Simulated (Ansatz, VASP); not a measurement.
Given: the input of a run of VASP 6.6.1 on Ge.

INCAR

```
SYSTEM = Ge
PREC     = Accurate       ! precision mode
ENCUT    = 520            ! plane-wave cutoff, eV
EDIFF    = 1E-6           ! SCF threshold, eV
ISMEAR   = -1             ! smearing method
SIGMA    = 0.05           ! smearing width, eV
LREAL    = .False.        ! projectors in reciprocal space
LASPH    = .True.         ! aspherical terms in the spheres
NELM     = 80             ! most SCF steps
ALGO     = Normal         ! electronic algorithm
ISIF     = 2              ! what is computed and relaxed
LWAVE    = .False.        ! write WAVECAR
LCHARG   = .False.        ! write CHGCAR
NBANDS   = 36             ! bands
```

The input KPOINTS:

```
Automatic mesh
0
Gamma
  7 7 7
  0 0 0
```

POSCAR

```
Ge
1.0
    0.0000000000      2.9048514179      5.1495445635
    2.6479180176      0.0000000000      5.1495445635
    2.6479180176      2.9048514179      0.0000000000
Ge
4
Direct
    0.7264900000      0.2735100000      0.7264900000
    0.2735100000      0.7264900000      0.2735100000
    0.2181330000      0.2181330000      0.7818670000
    0.7818670000      0.7818670000      0.2181330000
```

Potentials or basis: VASP PAW LDA potentials, release 64 (Ge_d).

Launch:

```console
$ cat potpaw_LDA.64/Ge_d/POTCAR > POTCAR
$ mpirun -np 1 vasp_std > vasp.out
```

Q: Set up the same calculation for Ansatz 0.2.0. Potentials there: Ansatz PAW.

A: As run (the cutoff follows the program's own potentials):

The input input.yaml:

```yaml
crystal:
  lattice:
    - [0.0, 2.9048514179, 5.1495445635]
    - [2.6479180176, 0.0, 5.1495445635]
    - [2.6479180176, 2.9048514179, 0.0]
  atoms:
    - { symbol: Ge, position: [0.72649, 0.27351, 0.72649] }
    - { symbol: Ge, position: [0.27351, 0.72649, 0.27351] }
    - { symbol: Ge, position: [0.218133, 0.218133, 0.781867] }
    - { symbol: Ge, position: [0.781867, 0.781867, 0.218133] }
hamiltonian:
  xc: lda
  pseudopotentials: { kind: paw }
kpoints:
  mp_grid: { grid: [7, 7, 7] }
scf:
  occupations: { method: fermi_dirac, width: 0.05 }
output:
  forces: true
  stress: true
  eigenvalues: true
```

Potentials or basis: Ansatz PAW.

Command:

```bash
$ ansatz run input.yaml --threads 2 --pin off --max-ram 5632MiB --backend cpu --events-out ev --progress --plain --runs-dir out
```

Both were run:

|  | VASP | Ansatz | Ansatz less VASP |
| --- | --- | --- | --- |
| gap on the k mesh at the Fermi level (eV) | none | none | - |
| pressure (GPa) | -6.3 | -6.2 | +0.09 |
| traceless stress, the component that is largest in VASP (GPa) | -0.69 | -0.70 | -0.009 |
| rms of the force components (eV/Å) | 0.018 | 0.018 | +0.0004 |

LDA's correlation is that of Perdew and Zunger in VASP and of Perdew and Wang (1992) in Ansatz. Atom by atom the forces differ by 0.000 eV/Å (rms over components). A gap of «none» marks a metal or a gap that the smearing closes.
